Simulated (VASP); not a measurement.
NaAg2, 6 atoms in the cell. It takes space group Fd-3m (No. 227, cubic). Conventional cell: a = 7.923 Å, b = 7.923 Å, c = 7.923 Å, α = 90.00°, β = 90.00°, γ = 90.00°. Within 4.3 Å of Na (site symmetry -43m) lie 12 Ag at 3.28 Å and 4 Na at 3.43 Å. Ag (site symmetry -3m) has 6 Ag at 2.80 Å and 6 Na at 3.28 Å within 3.7 Å. 

```yaml
Program: VASP 6.6.1
Task: relaxation of cell and atoms
Functional: PBEsol
Potentials_or_basis: VASP PAW PBE potentials, release 64 (Na_pv, Ag)
Cutoff: 600 eV
k_mesh: 5 × 5 × 5
Occupations: fermi-dirac, width 0.1 eV
Spin: no spin polarisation
Target_pressure: 5 GPa
Dipole_correction: no
Further_INCAR_settings: ALGO = Normal; EDIFF = 1e-06; IBRION = 2; EDIFFG = -0.02; NSW = 80; ISIF = 3
```

Potentials or basis: VASP PAW PBE potentials, release 64 (Na_pv, Ag).

Command:

```console
$ cat potpaw_PBE.64/Na_pv/POTCAR potpaw_PBE.64/Ag/POTCAR > POTCAR
$ mpirun -np 1 vasp_std > vasp.out
```

Hardware: 1 thread of Intel(R) Xeon(R) 6975P-C (Granite Rapids) (shared host).

Problem. How long does it take, and how much memory?

Solution. Wall time 74 s on 1 thread of Intel(R) Xeon(R) 6975P-C (Granite Rapids), with other jobs on the host, peak memory 0.35 GiB. Counts: scf iterations 29, k points 10, ion steps 3.
